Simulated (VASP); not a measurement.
# TiPt3 (Pm-3m) in VASP: single point with PBEsol

Aim: the single point of TiPt3 with PBEsol.

Program: VASP 6.6.1. These are calculated values, not measurements. Logs are shortened: lines on timing, memory, paths and dates and some standing lists are left out, and cuts for length are marked.

## (1) The cell of the first run

Symmetry: Pm-3m, No. 221, cubic system. Conventional cell: a = 3.899 Å, b = 3.899 Å, c = 3.899 Å, α = 90.00°, β = 90.00°, γ = 90.00°. Within 3.6 Å of Ti (site symmetry m-3m) lie 12 Pt at 2.76 Å. Pt (site symmetry 4/mmm) has 4 Ti at 2.76 Å and 8 Pt at 2.76 Å within 3.6 Å.

## (2) Single point, PBEsol

INCAR

```
ALGO = Fast
EDIFF = 1E-6
ENCUT = 520
GGA = PS
ISIF = 2
ISMEAR = 0
LASPH = T
LCHARG = F
LREAL = F
LWAVE = F
NBANDS = 29
NELM = 60
PREC = Accurate
SIGMA = 0.1
```

KPOINTS

```
k-points
0
Gamma
  12 12 12
```

POSCAR

```
TiPt3
1.0
    3.8993537252      0.0000000000      0.0000000000
    0.0000000000      3.8993537252      0.0000000000
    0.0000000000      0.0000000000      3.8993537252
Ti Pt
1 3
Direct
    0.0000000000      0.0000000000      0.0000000000
    0.0000000000      0.5000000000      0.5000000000
    0.5000000000      0.0000000000      0.5000000000
    0.5000000000      0.5000000000      0.0000000000
```

Potentials or basis: VASP PAW PBE potentials, release 64 (Ti_sv, Pt).

Started as:

```bash
cat potpaw_PBE.64/Ti_sv/POTCAR potpaw_PBE.64/Pt/POTCAR > POTCAR
mpirun -np 1 vasp_std > vasp.out
```

OUTCAR:

```text
EDIFF = 1E-6
   ENCUT = 520
   GGA = PS
   ISIF = 2
   ISMEAR = 0
   LASPH = T
   LREAL = F
   NELM = 60
   PREC = Accurate

 ion  position               nearest neighbor table
   1  0.000  0.000  0.000-   2 2.76   3 2.76   4 2.76   2 2.76   3 2.76   2 2.76   4 2.76   2 2.76
                             3 2.76   4 2.76   3 2.76   4 2.76
   2  0.000  0.500  0.500-   1 2.76   3 2.76   4 2.76   1 2.76   4 2.76   1 2.76   3 2.76   1 2.76
                             3 2.76   4 2.76   4 2.76   3 2.76
   3  0.500  0.000  0.500-   1 2.76   2 2.76   4 2.76   1 2.76   4 2.76   2 2.76   4 2.76   4 2.76
                             1 2.76   2 2.76   1 2.76   2 2.76
   4  0.500  0.500  0.000-   1 2.76   2 2.76   3 2.76   2 2.76   3 2.76   1 2.76   3 2.76   3 2.76
                             1 2.76   2 2.76   2 2.76   1 2.76

  LATTYP: Found a simple cubic cell.
 ALAT       =     3.8993537252

  Lattice vectors:

 A1 = (   3.8993537252,   0.0000000000,   0.0000000000)
 A2 = (   0.0000000000,   3.8993537252,   0.0000000000)
 A3 = (   0.0000000000,   0.0000000000,   3.8993537252)

Analysis of symmetry for initial positions (statically):
=====================================================================
 Subroutine PRICEL returns:
 Original cell was already a primitive cell.

 Routine SETGRP: Setting up the symmetry group for a
 simple cubic supercell.

 Subroutine GETGRP returns: Found 48 space group operations
 (whereof 48 operations were pure point group operations)
 out of a pool of 48 trial point group operations.

The static configuration has the point symmetry O_h .

Analysis of symmetry for dynamics (positions and initial velocities):
=====================================================================
 Subroutine PRICEL returns:
 Original cell was already a primitive cell.

 Routine SETGRP: Setting up the symmetry group for a
 simple cubic supercell.

 Subroutine GETGRP returns: Found 48 space group operations
 (whereof 48 operations were pure point group operations)
 out of a pool of 48 trial point group operations.

The dynamic configuration has the point symmetry O_h .

 Subroutine INISYM returns: Found 48 space group operations
 (whereof 48 operations are pure point group operations),
 and found     1 'primitive' translations

----------------------------------------------------------------------------------------

                                     Primitive cell

  volume of cell :      59.2895

  direct lattice vectors                    reciprocal lattice vectors
     3.899353725  0.000000000  0.000000000     0.256452754  0.000000000  0.000000000
     0.000000000  3.899353725  0.000000000     0.000000000  0.256452754  0.000000000
     0.000000000  0.000000000  3.899353725     0.000000000  0.000000000  0.256452754

  length of vectors
     3.899353725  3.899353725  3.899353725     0.256452754  0.256452754  0.256452754

  position of ions in fractional coordinates (direct lattice)
     0.000000000  0.000000000  0.000000000
     0.000000000  0.500000000  0.500000000
     0.500000000  0.000000000  0.500000000
     0.500000000  0.500000000  0.000000000

  ion indices of the primitive-cell ions
   primitive index   ion index
                 1           1
                 2           2
                 3           3
                 4           4

----------------------------------------------------------------------------------------

 KPOINTS: k-points

Automatic generation of k-mesh.
 Grid dimensions read from file:
 generate k-points for:   12   12   12

 Generating k-lattice:

  Cartesian coordinates                     Fractional coordinates (reciprocal lattice)
     0.021371063  0.000000000  0.000000000     0.083333333  0.000000000  0.000000000
     0.000000000  0.021371063  0.000000000     0.000000000  0.083333333  0.000000000
     0.000000000  0.000000000  0.021371063     0.000000000  0.000000000  0.083333333

  Length of vectors
     0.021371063  0.021371063  0.021371063

  Shift w.r.t. Gamma in fractional coordinates (k-lattice)
     0.000000000  0.000000000  0.000000000

 Subroutine IBZKPT returns following result:
 ===========================================

 Found     84 irreducible k-points:

 Following reciprocal coordinates:
            Coordinates               Weight
  0.000000  0.000000  0.000000      1.000000
  0.083333  0.000000  0.000000      6.000000
  0.166667  0.000000  0.000000      6.000000
  0.250000  0.000000  0.000000      6.000000
  0.333333  0.000000  0.000000      6.000000
  0.416667  0.000000  0.000000      6.000000
[... 16 lines left out ...]
  0.333333  0.333333  0.000000     12.000000
  0.416667  0.333333  0.000000     24.000000
 [... further k-points ...]
   k-points           NKPTS =     84   k-points in BZ     NKDIM =     84   number of bands    NBANDS=     29
   number of dos      NEDOS =    301   number of ions     NIONS =      4
   total plane-waves  NPLWV =  27000
   dimension x,y,z NGX =    30 NGY =   30 NGZ =   30
   dimension x,y,z NGXF=    60 NGYF=   60 NGZF=   60
   ions per type =               1   3
   NGX,Y,Z   is equivalent  to a cutoff of  12.79, 12.79, 12.79 a.u.
   NGXF,Y,Z  is equivalent  to a cutoff of  25.58, 25.58, 25.58 a.u.
 SYSTEM =  unknown system
   PREC   = accura    normal or accurate (medium, high low for compatibility)
   ISTART =      0    job   : 0-new  1-cont  2-samecut
   ICHARG =      2    charge: 1-file 2-atom 10-const
   ISPIN  =      1    spin polarized calculation?
   LNONCOLLINEAR =      F non collinear calculations
   LSORBIT =      F    spin-orbit coupling
   LASPH  =      T    aspherical Exc in radial PAW
   ENCUT  =  520.0 eV  38.22 Ry    6.18 a.u.   7.25  7.25  7.25*2*pi/ulx,y,z
   NELM   =     60;   NELMIN=  2; NELMDL= -5     # of ELM steps
   EDIFF  = 0.1E-05   stopping-criterion for ELM
   LREAL  =      F    real-space projection
   EDIFFG = 0.1E-04   stopping-criterion for IOM
   NSW    =      0    number of steps for IOM
   IBRION =     -1    ionic relax: 0-MD 1-quasi-New 2-CG
   NFREE  =      0    steps in history (QN), initial steepest desc. (CG)
   ISIF   =      2    stress and relaxation
   ISYM   =      2    0-nonsym 1-usesym 2-fastsym
   POTIM  = 0.5000    time-step for ionic-motion
   TEBEG  =    0.0;   TEEND  =   0.0 temperature during run
   PSTRESS=    0.0 pullay stress
   NELECT =      42.0000    total number of electrons
   NUPDOWN=      -1.0000    fix difference up-down
   EMIN   =  10.00;   EMAX   =-10.00  energy-range for DOS
   EFERMI =   0.00;   METHOD = LEGACY
   ISMEAR =     0;   SIGMA  =   0.10  broadening in eV -4-tet -1-fermi 0-gaus
   EFERMI_NEDOS =   21; number of points for ismear=-14 and -15
   IALGO  =     68    algorithm
   IMIX   =      4    mixing-type and parameters
     AMIX     =   0.40;   BMIX     =  1.00
     AMIX_MAG =   1.60;   BMIX_MAG =  1.00
  volume/ion in A,a.u.               =      14.82       100.03
  Fermi-wavevector in a.u.,A,eV,Ry     =   1.459370  2.757809 28.977139  2.129760
  Thomas-Fermi vector in A             =   2.575945
   LORBIT       =      0    0 simple, 1 ext, 2 COOP (PROOUT), +10 PAW based schemes
   GGA     = PS    functional components
   LHFCALC =     F    Hartree Fock is set to
   AEXX    =    0.0000 exact exchange contribution
   IVDW    =     0    specifies the selected vdW correction
   LEPSILON=     F    determine dielectric tensor
   LRPA    =     F    only Hartree local field effects (RPA)
 non-spin polarized calculation
 RMM-DIIS sequential band-by-band and
 Gauss-broadening in eV      SIGMA  =   0.10
  energy-cutoff  :      520.00
  volume of cell :       59.29
 maximum number of plane-waves:      1628
 NGX is ok and might be reduce to    30
   NGX = 15   NGY = 15   NGZ = 15

 number of electron      41.9999998 magnetization

 Free energy of the ion-electron system (eV)
  ---------------------------------------------------
  ext. energy  EPLUGINS =         0.00000000
  ---------------------------------------------------
  free energy    TOTEN  =       -32.76187070 eV

  energy without entropy =      -32.75700469  energy(sigma->0) =      -32.75943770

 E-fermi :  11.6513     XC(G=0): -13.4132

 val. band max:       11.6466054558   @ k =   0.4167   0.0833   0.0833
 cond. band min:      11.6743611254   @ k =   0.4167   0.0833   0.0000
 fundamental gap:      0.0277556696
 Fermi energy:        11.6512776414

 k-point     1 :       0.0000    0.0000    0.0000
  band No.  band energies     occupation
      1     -46.2878      2.00000
      2     -22.6070      2.00000
      3     -22.6070      2.00000
      4     -22.6070      2.00000
      5       1.4029      2.00000
      6       4.2389      2.00000
[... 21 lines left out ...]
     28      13.7084      0.00000
     29      20.0314      0.00000

 k-point     2 :       0.0833    0.0000    0.0000
  band No.  band energies     occupation
      1     -46.2877      2.00000
      2     -22.6089      2.00000
      3     -22.6073      2.00000
      4     -22.6073      2.00000
      5       1.4954      2.00000
      6       4.2979      2.00000
[... 21 lines left out ...]
     28      14.2804      0.00000
     29      19.8628      0.00000

 k-point     3 :       0.1667    0.0000    0.0000
  band No.  band energies     occupation
      1     -46.2873      2.00000
      2     -22.6143      2.00000
      3     -22.6081      2.00000
      4     -22.6081      2.00000
      5       1.7679      2.00000
      6       4.4661      2.00000
[... 21 lines left out ...]
     28      15.2945      0.00000
     29      19.4568      0.00000

 k-point     4 :       0.2500    0.0000    0.0000
  band No.  band energies     occupation
      1     -46.2869      2.00000
      2     -22.6215      2.00000
      3     -22.6093      2.00000
      4     -22.6093      2.00000
      5       2.2022      2.00000
      6       4.7056      2.00000
[... 597 lines left out ...]
     28      16.5313      0.00000
     29      20.8772      0.00000

 k-point    23 :       0.3333    0.3333    0.0000
  band No.  band energies     occupation
      1     -46.2856      2.00000
      2     -22.6275      2.00000
      3     -22.6230      2.00000
      4     -22.6136      2.00000
      5       3.8675      2.00000
      6       5.6473      2.00000
[... 21 lines left out ...]
     28      16.4196      0.00000
     29      20.1381      0.00000

 k-point    24 :       0.4167    0.3333    0.0000
  band No.  band energies     occupation
      1     -46.2854      2.00000
      2     -22.6292      2.00000
      3     -22.6240      2.00000
      4     -22.6143      2.00000
      5       4.3658      2.00000
      6       5.4871      2.00000
[... 21 lines left out ...]
     28      15.9010      0.00000
     29      21.2105      0.00000

 [... further k-points ...]
[... 5 lines left out ...]
  --------------------------------------------------------------------------------------
  -------------------------------------------------------------------------------------
  Total       -0.1068543     -0.1068543     -0.1068543     -0.0000000     -0.0000000      0.0000000
  in kB       -2.8875169     -2.8875169     -2.8875169     -0.0000000     -0.0000000      0.0000000
  external PRESSURE =      -2.8875169 kB  Pullay stress =       0.0000000 kB

 VOLUME and BASIS-vectors are now :
 -----------------------------------------------------------------------------
  energy-cutoff  :      520.00
  volume of cell :       59.29
      direct lattice vectors                 reciprocal lattice vectors
     3.899353725  0.000000000  0.000000000     0.256452754  0.000000000  0.000000000
     0.000000000  3.899353725  0.000000000     0.000000000  0.256452754  0.000000000
     0.000000000  0.000000000  3.899353725     0.000000000  0.000000000  0.256452754

 POSITION                                       TOTAL-FORCE (eV/Angst)
 -----------------------------------------------------------------------------------
      0.00000      0.00000      0.00000         0.000000      0.000000      0.000000
      0.00000      1.94968      1.94968         0.000000      0.000000      0.000000
      1.94968      0.00000      1.94968         0.000000      0.000000      0.000000
      1.94968      1.94968      0.00000         0.000000      0.000000      0.000000
 -----------------------------------------------------------------------------------
    total drift:                                0.000000      0.000000     -0.000000

  FREE ENERGIE OF THE ION-ELECTRON SYSTEM (eV)
  ---------------------------------------------------
  free  energy   TOTEN  =       -32.7618707021 eV

  energy  without entropy=      -32.7570046947  energy(sigma->0) =      -32.75943770
```

Wall time 2.8 min (1 thread of AMD EPYC 9R45 (Zen 5), shared host); peak memory 0.23 GiB.

What came out:

* Free energy: -32.7619 eV
* Pressure: -0.3 GPa
* Band gap on the k mesh: zero (band 21 reaches 13.06 eV, above the bottom of band 22 at 11.22 eV)

Caveat: the PAW data sets were made with another functional, which shifts forces and pressure a little; spin-orbit coupling is left out, which moves the levels of the heavy elements.
